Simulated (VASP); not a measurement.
# BN in VASP: settings compared

Aim: see how the results for BN move with the level of theory and the settings. Levels: PBE, LDA. Tasks: single point.

Program: VASP 6.6.1. These are calculated values, not measurements. Logs are shortened: lines on timing, memory, paths and dates and some standing lists are left out, and cuts for length are marked.

### 1 The cell of the first run

It takes space group R3m (No. 160, trigonal). The conventional cell has a = 2.535 Å, b = 2.535 Å, c = 10.252 Å, α = 90.00°, β = 90.00°, γ = 120.00°. N (site symmetry 3m) has 3 B at 1.46 Å within 2.0 Å. Within 2.0 Å of B (site symmetry 3m) lie 3 N at 1.46 Å.

### 2 Single point, PBE (volume scaled by 1.04)

Input file INCAR:

```
SYSTEM = BN
  PREC = Accurate
  ENCUT = 520
  EDIFF = 1E-7
  ISMEAR = -1
  SIGMA = 0.05
  LREAL = .FALSE.
  LASPH = .TRUE.
  NELM = 60
  ALGO = Normal
  ISIF = 2
  LWAVE = .FALSE.
  LCHARG = .FALSE.
  GGA = PE
  NBANDS = 11
```

Input file KPOINTS:

```
Automatic mesh
0
G
  12 12 12
  0 0 0
```

Input file POSCAR:

```
BN
1.0
    1.2675858000      0.7318410028      3.4173202092
   -1.2675858000      0.7318410028      3.4173202092
    0.0000000000     -1.4636820056      3.4173202092
N B
1 1
Direct
    0.6672382000      0.6672382000      0.6672382000
    0.0003288000      0.0003288000      0.0003288000
```

Potentials or basis: VASP PAW PBE potentials, release 64 (N, B).

Command:

```console
> cat potpaw_PBE.64/N/POTCAR potpaw_PBE.64/B/POTCAR > POTCAR
> mpirun -np 1 vasp_std > vasp.out
```

OUTCAR:

```text
SYSTEM = BN
   PREC = Accurate
   ENCUT = 520
   EDIFF = 1E-7
   ISMEAR = -1
   LREAL = .FALSE.
   LASPH = .TRUE.
   NELM = 60
   ISIF = 2
   GGA = PE

 ion  position               nearest neighbor table
   1  0.667  0.667  0.667-   2 1.46   2 1.46   2 1.46
   2  0.000  0.000  0.000-   1 1.46   1 1.46   1 1.46

  LATTYP: Found a trigonal (rhomboedric) cell.
 ALAT       =     3.7175855640
 COS(alpha) =     0.7674786797

  Lattice vectors:

 A1 = (   1.2675858000,   0.7318410028,   3.4173202092)
 A2 = (  -1.2675858000,   0.7318410028,   3.4173202092)
 A3 = (   0.0000000000,  -1.4636820056,   3.4173202092)

Analysis of symmetry for initial positions (statically):
=====================================================================
 Subroutine PRICEL returns:
 Original cell was already a primitive cell.

 Routine SETGRP: Setting up the symmetry group for a
 trigonal (rhombohedral) supercell.

 Subroutine GETGRP returns: Found  6 space group operations
 (whereof  6 operations were pure point group operations)
 out of a pool of 12 trial point group operations.

The static configuration has the point symmetry C_3v.

Analysis of symmetry for dynamics (positions and initial velocities):
=====================================================================
 Subroutine PRICEL returns:
 Original cell was already a primitive cell.

 Routine SETGRP: Setting up the symmetry group for a
 trigonal (rhombohedral) supercell.

 Subroutine GETGRP returns: Found  6 space group operations
 (whereof  6 operations were pure point group operations)
 out of a pool of 12 trial point group operations.

The dynamic configuration has the point symmetry C_3v.

 Subroutine INISYM returns: Found  6 space group operations
 (whereof  6 operations are pure point group operations),
 and found     1 'primitive' translations

----------------------------------------------------------------------------------------

                                     Primitive cell

  volume of cell :      19.0209

  direct lattice vectors                    reciprocal lattice vectors
     1.267585800  0.731841003  3.417320209     0.394450616  0.227736170  0.097542318
    -1.267585800  0.731841003  3.417320209    -0.394450616  0.227736170  0.097542318
     0.000000000 -1.463682006  3.417320209     0.000000000 -0.455472339  0.097542318

  length of vectors
     3.717585564  3.717585564  3.717585564     0.465799909  0.465799909  0.465799909

  position of ions in fractional coordinates (direct lattice)
     0.667238200  0.667238200  0.667238200
     0.000328800  0.000328800  0.000328800

  ion indices of the primitive-cell ions
   primitive index   ion index
                 1           1
                 2           2

----------------------------------------------------------------------------------------

 KPOINTS: Automatic mesh

Automatic generation of k-mesh.
 Grid dimensions read from file:
 generate k-points for:   12   12   12

 Generating k-lattice:

  Cartesian coordinates                     Fractional coordinates (reciprocal lattice)
     0.032870885  0.018978014  0.008128526     0.083333333  0.000000000 -0.000000000
    -0.032870885  0.018978014  0.008128526     0.000000000  0.083333333 -0.000000000
     0.000000000 -0.037956028  0.008128526    -0.000000000 -0.000000000  0.083333333

  Length of vectors
     0.038816659  0.038816659  0.038816659

  Shift w.r.t. Gamma in fractional coordinates (k-lattice)
     0.000000000  0.000000000  0.000000000

 Subroutine IBZKPT returns following result:
 ===========================================

 Found    189 irreducible k-points:

 Following reciprocal coordinates:
            Coordinates               Weight
  0.000000  0.000000  0.000000      1.000000
  0.083333  0.000000 -0.000000      6.000000
  0.166667 -0.000000 -0.000000      6.000000
  0.250000 -0.000000 -0.000000      6.000000
  0.333333  0.000000  0.000000      6.000000
  0.416667  0.000000 -0.000000      6.000000
[... 16 lines left out ...]
  0.500000  0.166667  0.000000     12.000000
[... 46 lines left out ...]
      1     -15.6657      2.00000
      2      -2.1658      2.00000
      3       0.5366      2.00000
      4       0.5366      2.00000
      5       6.9621      0.00000
      6      13.2230      0.00000
      7      13.2230      0.00000
      8      14.5362      0.00000
      9      15.8870      0.00000
     10      27.1233      0.00000
     11      29.1218      0.00000

 k-point     2 :       0.0833    0.0000   -0.0000
  band No.  band energies     occupation
      1     -15.5321      2.00000
      2      -2.0213      2.00000
      3      -0.0225      2.00000
      4       0.2900      2.00000
      5       7.2429      0.00000
      6      13.1500      0.00000
      7      13.7930      0.00000
      8      14.0888      0.00000
      9      16.3111      0.00000
     10      27.2568      0.00000
     11      27.6054      0.00000

 k-point     3 :       0.1667   -0.0000   -0.0000
  band No.  band energies     occupation
      1     -15.1389      2.00000
      2      -1.6094      2.00000
      3      -1.4030      2.00000
      4      -0.3117      2.00000
      5       7.9728      0.00000
      6      12.8531      0.00000
      7      13.0415      0.00000
      8      15.3432      0.00000
      9      17.3532      0.00000
     10      24.6297      0.00000
     11      26.9000      0.00000

 k-point     4 :       0.2500   -0.0000   -0.0000
  band No.  band energies     occupation
      1     -14.5146      2.00000
      2      -3.1803      2.00000
      3      -1.0110      2.00000
      4      -0.9013      2.00000
      5       8.9434      0.00000
      6      11.2893      0.00000
      7      12.9188      0.00000
      8      17.5374      0.00000
      9      18.5138      0.00000
     10      22.4721      0.00000
     11      25.3330      0.00000
[... 239 lines left out ...]
 k-point    22 :       0.4167    0.1667   -0.0000
  band No.  band energies     occupation
      1     -13.3810      2.00000
      2      -4.9155      2.00000
      3      -2.7987      2.00000
      4       0.0685      2.00000
      5       8.6333      0.00000
      6      12.1631      0.00000
      7      14.5313      0.00000
      8      16.9335      0.00000
      9      18.8352      0.00000
     10      21.7302      0.00000
     11      24.4634      0.00000

 k-point    23 :       0.5000    0.1667    0.0000
  band No.  band energies     occupation
      1     -12.6716      2.00000
      2      -6.0803      2.00000
      3      -3.3026      2.00000
      4       0.9870      2.00000
      5       7.5048      0.00000
      6      13.0201      0.00000
      7      14.8710      0.00000
      8      16.7697      0.00000
      9      18.8879      0.00000
     10      21.5454      0.00000
     11      24.4979      0.00000

 k-point    24 :      -0.4167    0.1667    0.0000
  band No.  band energies     occupation
      1     -12.3605      2.00000
      2      -6.5643      2.00000
      3      -3.4703      2.00000
      4       1.5607      2.00000
      5       6.9325      0.00000
      6      13.0470      0.00000
      7      15.1499      0.00000
      8      16.0355      0.00000
      9      19.2458      0.00000
     10      22.0860      0.00000
     11      24.3262      0.00000

 [... further k-points ...]
[... 5 lines left out ...]
  --------------------------------------------------------------------------------------
  -------------------------------------------------------------------------------------
  Total       -1.0631780     -1.0631780      0.2184214      0.0000000     -0.0000000      0.0000000
  in kB      -89.5541159    -89.5541159     18.3981716      0.0000000     -0.0000000      0.0000000
  external PRESSURE =     -53.5700201 kB  Pullay stress =       0.0000000 kB

 VOLUME and BASIS-vectors are now :
 -----------------------------------------------------------------------------
  energy-cutoff  :      520.00
  volume of cell :       19.02
      direct lattice vectors                 reciprocal lattice vectors
     1.267585800  0.731841003  3.417320209     0.394450616  0.227736170  0.097542318
    -1.267585800  0.731841003  3.417320209    -0.394450616  0.227736170  0.097542318
     0.000000000 -1.463682006  3.417320209     0.000000000 -0.455472339  0.097542318

 POSITION                                       TOTAL-FORCE (eV/Angst)
 -----------------------------------------------------------------------------------
      0.00000      0.00000      6.84050         0.000000     -0.000000     -0.005641
      0.00000      0.00000      0.00337         0.000000      0.000000      0.005641
 -----------------------------------------------------------------------------------
    total drift:                               -0.000000      0.000000      0.000002

  FREE ENERGIE OF THE ION-ELECTRON SYSTEM (eV)
  ---------------------------------------------------
  free  energy   TOTEN  =       -17.5770925739 eV

  energy  without entropy=      -17.5770925738  energy(sigma->0) =      -17.57709257
```

Wall time 36 s (1 thread of Intel Xeon Platinum 8488C (Sapphire Rapids), shared host); peak memory 0.17 GiB.

Results:

```yaml
Free_energy: -17.5771 eV
Pressure: -5.4 GPa
Largest_force: 0.006 eV/Å
Band_gap_on_the_k_mesh: 4.23 eV, indirect (least direct gap 4.60 eV)
```

Forces in eV/Å, atoms in the order of the input:
```
N    0.000  0.000 -0.006
B    0.000  0.000  0.006
```

Stress tensor (GPa, compression positive):
```
-8.96  0.00  0.00
 0.00 -8.96  0.00
 0.00  0.00  1.84
```

Caveat: the cell differs from its parent crystal (volume scaled by 1.04).

### 3 Single point, PBE (volume scaled by 1.06)

Input file INCAR:

```
ALGO = Normal
EDIFF = 1E-6
ENCUT = 520
GGA = PE
ISIF = 2
ISMEAR = -1
LASPH = True
LCHARG = True
LELF = True
LREAL = False
LVHAR = True
LWAVE = False
NBANDS = 11
NELM = 60
PREC = Accurate
SIGMA = 0.05
```

Input file KPOINTS:

```
k-points
0
Gamma
  12 12 12
```

Input file POSCAR:

```
BN
1.0
    1.2756598126      0.7365025362      3.4390871668
   -1.2756598126      0.7365025362      3.4390871668
    0.0000000000     -1.4730050723      3.4390871668
N B
1 1
Direct
    0.6672382000      0.6672382000      0.6672382000
    0.0003288000      0.0003288000      0.0003288000
```

Potentials or basis: VASP PAW PBE potentials, release 64 (N, B).

Command:

```console
> cat potpaw_PBE.64/N/POTCAR potpaw_PBE.64/B/POTCAR > POTCAR
> mpirun -np 1 vasp_std > vasp.out
```

Wall time 33 s (1 thread of Intel Xeon Platinum 8488C (Sapphire Rapids), shared host); peak memory 0.17 GiB.

Results (log left out):

```yaml
Free_energy: -17.5606 eV
Pressure: -9.3 GPa
Largest_force: 0.007 eV/Å
Band_gap_on_the_k_mesh: 4.20 eV, indirect (least direct gap 4.55 eV)
```

Forces in eV/Å, atoms in the order of the input:
```
N    0.000  0.000 -0.007
B    0.000  0.000  0.007
```

Stress tensor (GPa, compression positive):
```
-14.75   0.00   0.00
  0.00 -14.75   0.00
  0.00   0.00   1.68
```

Levels at points of the mesh, in eV from the valence-band top:
| k point | band 1 | band 2 | band 3 | band 4 | band 5 | band 6 | band 7 | band 8 | band 9 |
| --- | --- | --- | --- | --- | --- | --- | --- | --- | --- |
| (0.00, 0.00, 0.00) | -17.42 | -3.97 | -1.36 | -1.36 | 5.05 | 11.19 | 11.19 | 12.44 | 13.67 |
| (0.50, 0.00, 0.00) | -14.42 | -8.70 | -3.99 | -0.57 | 5.12 | 9.32 | 12.71 | 14.61 | 19.33 |
| (0.50, 0.50, 0.00) | -14.36 | -8.58 | -4.04 | -1.09 | 4.20 | 9.31 | 13.82 | 16.95 | 19.44 |
| (0.50, 0.50, 0.50) | -17.20 | -5.78 | -1.37 | -1.37 | 9.71 | 11.13 | 11.13 | 11.19 | 15.61 |

Caveat: the cell differs from its parent crystal (volume scaled by 1.06). A k mesh can miss the band edges.

### 4 Single point, PBE (atoms moved at random)

Input file INCAR:

```
SYSTEM = BN
PREC     = Accurate       ! precision mode
ENCUT    = 520            ! plane-wave cutoff, eV
EDIFF    = 1E-7           ! SCF threshold, eV
ISMEAR   = -1             ! smearing method
SIGMA    = 0.05           ! smearing width, eV
LREAL    = .False.        ! projectors in reciprocal space
LASPH    = .True.         ! aspherical terms in the spheres
NELM     = 80             ! most SCF steps
ALGO     = Normal         ! electronic algorithm
ISIF     = 2              ! what is computed and relaxed
LWAVE    = .False.        ! write WAVECAR
LCHARG   = .True.         ! write CHGCAR
GGA      = PE             ! functional
LELF     = .True.         ! ELF
LVHAR    = .True.       
NBANDS   = 11             ! bands
```

Input file KPOINTS:

```
Automatic mesh
0
Gamma
  12 12 12
  0 0 0
```

Input file POSCAR:

```
BN
1.0
    1.2511217832      0.7223354983      3.3729344033
   -1.2511217832      0.7223354983      3.3729344033
    0.0000000000     -1.4446709966      3.3729344033
N B
1 1
Direct
    0.6913950000      0.6601140000      0.6460690000
   -0.0137900000      0.0128690000      0.0161470000
```

Command:

```console
> cat potpaw_PBE.64/N/POTCAR potpaw_PBE.64/B/POTCAR > POTCAR
> mpirun -np 1 vasp_std > vasp.out
```

Run time: 2.5 min. Hardware: 1 thread of Intel Xeon Platinum 8488C (Sapphire Rapids), shared host; peak memory 0.29 GiB.

Results (log left out):

| Property | Result |
| --- | --- |
| Free energy | -17.3715 eV |
| Pressure | 6.7 GPa |
| Largest force | 3.695 eV/Å |
| Band gap on the k mesh | 3.72 eV, indirect (least direct gap 4.59 eV) |

Forces in eV/Å, atoms in the order of the input:
```
N   -2.381 -2.727  0.739
B    2.381  2.727 -0.739
```

Stress tensor (GPa, compression positive):
```
 1.53 -6.90  1.30
-6.90 16.65  1.48
 1.30  1.48  1.91
```

Levels at points of the mesh, in eV from the valence-band top:
```
           k point  band 1  band 2  band 3  band 4  band 5  band 6  band 7  band 8
(0.00, 0.00, 0.00)  -17.80   -4.21   -2.42   -0.14    5.08   10.19   13.21   13.27
(0.50, 0.00, 0.00)  -14.50   -8.72   -4.69   -1.02    6.15    9.68   13.09   14.88
(0.00, 0.50, 0.00)  -14.69   -9.01   -3.76   -0.58    5.14    9.54   13.05   14.76
(0.00, 0.00, 0.50)  -14.74   -9.06   -3.61   -0.45    4.87    9.74   13.06   14.75
(0.50, 0.50, 0.00)  -14.67   -8.94   -3.67   -0.95    3.72    9.79   14.36   17.47
(0.50, 0.00, 0.50)  -14.62   -8.89   -3.81   -1.09    3.96    9.57   14.35   17.54
(0.00, 0.50, 0.50)  -14.43   -8.60   -4.74   -1.54    4.86    9.78   14.23   17.61
(0.50, 0.50, 0.50)  -17.54   -6.17   -2.43   -0.15    9.91   10.13   12.34   13.25
```

Caveat: the cell differs from its parent crystal (atoms moved at random); forces of over 1 eV/Å act on the atoms, so gaps and moduli don't describe the material at rest.

### 5 Single point, LDA

This run uses another cell than the first one, of 8.60 Å³/atom, 0.904 times its volume.

Input file INCAR:

```
SYSTEM = BN
PREC = Accurate
ENCUT = 520
EDIFF = 1E-6
ISMEAR = -1
SIGMA = 0.05
LREAL = .FALSE.
LASPH = .TRUE.
NELM = 60
ALGO = Normal
ISIF = 2
LWAVE = .FALSE.
LCHARG = .FALSE.
NBANDS = 11
```

Input file KPOINTS:

```
Automatic mesh
0
G
  12 12 12
  0 0 0
```

Input file POSCAR:

```
BN
1.0
    1.2255815191      0.7075898200      3.3040796871
   -1.2255815191      0.7075898200      3.3040796871
    0.0000000000     -1.4151796399      3.3040796871
N B
1 1
Direct
    0.6672382000      0.6672382000      0.6672382000
    0.0003288000      0.0003288000      0.0003288000
```

Potentials or basis: VASP PAW LDA potentials, release 64 (N, B).

Command:

```console
> cat potpaw_LDA.64/N/POTCAR potpaw_LDA.64/B/POTCAR > POTCAR
> mpirun -np 1 vasp_std > vasp.out
```

Wall time 1.7 min (1 thread of Intel Xeon 6975P-C, shared host); peak memory 0.16 GiB.

Results (log left out):

* Free energy: -19.2586 eV
* Pressure: 12.4 GPa
* Band gap on the k mesh: 4.16 eV, indirect (least direct gap 4.70 eV)

Forces on the atoms (eV/Å):
```
N    0.000  0.000  0.003
B    0.000  0.000 -0.003
```

Stress tensor (GPa, compression positive):
```
18.92  0.00  0.00
 0.00 18.92  0.00
 0.00  0.00 -0.77
```

Levels at points of the mesh, in eV from the valence-band top:
```
           k point  band 1  band 2  band 3  band 4  band 5  band 6  band 7  band 8  band 9
(0.00, 0.00, 0.00)  -17.95   -4.44   -1.21   -1.21    4.95   12.10   12.10   13.75   16.01
(0.50, 0.00, 0.00)  -14.53   -9.14   -4.17   -0.63    5.30   10.53   13.12   15.13   20.32
(0.50, 0.50, 0.00)  -14.45   -9.00   -4.23   -1.29    4.16   10.56   14.36   17.84   20.98
(0.50, 0.50, 0.50)  -17.63   -6.64   -1.23   -1.23   10.26   12.02   12.02   13.49   16.81
```

A k mesh can miss the band edges. LDA gaps usually lie below the measured ones, often by a third to a half.

### 6 Single point, LDA

This run uses another cell than the first one, of 8.78 Å³/atom, 0.923 times its volume.

Input file INCAR:

```
SYSTEM = BN
PREC     = Accurate       ! precision mode
ENCUT    = 520            ! plane-wave cutoff, eV
EDIFF    = 1E-6           ! SCF threshold, eV
ISMEAR   = -1             ! smearing method
SIGMA    = 0.05           ! smearing width, eV
LREAL    = .False.        ! projectors in reciprocal space
LASPH    = .True.         ! aspherical terms in the spheres
NELM     = 80             ! most SCF steps
ALGO     = Normal         ! electronic algorithm
ISIF     = 2              ! what is computed and relaxed
LWAVE    = .False.        ! write WAVECAR
LCHARG   = .True.         ! write CHGCAR
LELF     = .True.         ! ELF
LVHAR    = .True.       
NBANDS   = 11             ! bands
```

Input file KPOINTS:

```
Automatic mesh
0
Gamma
  12 12 12
  0 0 0
```

Input file POSCAR:

```
BN
1.0
    1.2342126593      0.7125730110      3.3273486205
   -1.2342126593      0.7125730110      3.3273486205
    0.0000000000     -1.4251460221      3.3273486205
N B
1 1
Direct
    0.6672382000      0.6672382000      0.6672382000
    0.0003288000      0.0003288000      0.0003288000
```

Potentials or basis: VASP PAW LDA potentials, release 64 (N, B).

Command:

```console
> cat potpaw_LDA.64/N/POTCAR potpaw_LDA.64/B/POTCAR > POTCAR
> mpirun -np 1 vasp_std > vasp.out
```

Wall time 1.7 min (1 thread of Intel Xeon 6975P-C, shared host); peak memory 0.16 GiB.

It converged, with:

| Property | Result |
| --- | --- |
| Free energy | -19.2804 eV |
| Pressure | 6.5 GPa |
| Band gap on the k mesh | 4.14 eV, indirect (least direct gap 4.65 eV) |

Stress tensor (GPa, compression positive):
```
10.14  0.00  0.00
 0.00 10.14  0.00
 0.00  0.00 -0.90
```

Levels at points of the mesh, in eV from the valence-band top:
```
           k point  band 1  band 2  band 3  band 4  band 5  band 6  band 7  band 8
(0.00, 0.00, 0.00)  -17.82   -4.36   -1.24   -1.24    4.91   11.91   11.91   13.48
(0.50, 0.00, 0.00)  -14.46   -9.06   -4.14   -0.62    5.24   10.31   12.97   14.97
(0.50, 0.50, 0.00)  -14.39   -8.92   -4.20   -1.26    4.14   10.33   14.20   17.61
(0.50, 0.50, 0.50)  -17.51   -6.51   -1.26   -1.26   10.11   11.84   11.84   13.09
```

### 7 Overview

```tsv
level	potentials or basis	cell	gap on the mesh (eV)	pressure (GPa)	largest force (eV/Å)
PBE	VASP PAW PBE potentials, release 64 (N, B)	a = 3.718 Å, angles 39.9°, 2 atoms	4.23	-5.4	0.01
PBE	VASP PAW PBE potentials, release 64 (N, B)	a = 3.741 Å, angles 39.9°, 2 atoms	4.20	-9.3	0.01
PBE	VASP PAW PBE potentials, release 64 (N, B)	a = 3.669 Å, angles 39.9°, 2 atoms	3.72	6.7	3.70
LDA	VASP PAW LDA potentials, release 64 (N, B)	a = 3.594 Å, angles 39.9°, 2 atoms	4.16	12.4	-
LDA	VASP PAW LDA potentials, release 64 (N, B)	a = 3.620 Å, angles 39.9°, 2 atoms	4.14	6.5	-
```

Alike in all rows: task single point; no spin polarisation; k mesh 12 × 12 × 12; cutoff (eV) 520; smearing fermi-dirac 0.05 eV.

Caveats: forces of over 1 eV/Å act on the atoms, so gaps and moduli don't describe the material at rest (some runs).

Absolute energies hang on the potentials; compare differences alone.
